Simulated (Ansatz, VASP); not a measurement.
**Two plane-wave programs on Fe**

```
CELL_PARAMETERS angstrom
-1.43412 1.43412 1.43412
1.43412 -1.43412 1.43412
2.86824 2.86824 0.00000
ATOMIC_POSITIONS crystal
Fe 0.00000 0.00000 0.00000
Fe 0.50000 0.50000 0.50000
```

Alike in both runs: task single point; functional r2SCAN; k mesh 18 × 18 × 12; occupations gaussian, width 0.05 eV; collinear spin.

|  | VASP | Ansatz |
| --- | --- | --- |
| version | VASP 6.6.1 | Ansatz 0.2.0 |
| potentials or method | VASP PAW PBE potentials, release 64 (Fe), cutoff 520 eV | scalar-relativistic, plane waves, PAW |
| valence electrons in the cell | 16 | 32 |

|  | VASP | Ansatz | Ansatz less VASP |
| --- | --- | --- | --- |
| gap on the k mesh at the Fermi level (eV) | none | none | - |
| pressure (GPa) | -2.3 | -2.3 | +0.01 |
| traceless stress, the component that is largest in VASP (GPa) | 8.89 | 9.04 | +0.155 |
| net moment per atom (μB) | 0.00 | 0.00 | 0.000 |
| size of the moment on the site where the two differ most (μB) | 2.61 | 2.58 | -0.026 |

VASP's potentials were made for PBE, not for r2SCAN. Site moments also hang on the region over which each program counts them. A gap of «none» marks a metal or a gap that the smearing closes. VASP's potentials hold 16 valence electrons a cell and Ansatz's 32, so a difference there can come from the potentials and not from the codes. Ansatz's warnings: stability check not made.
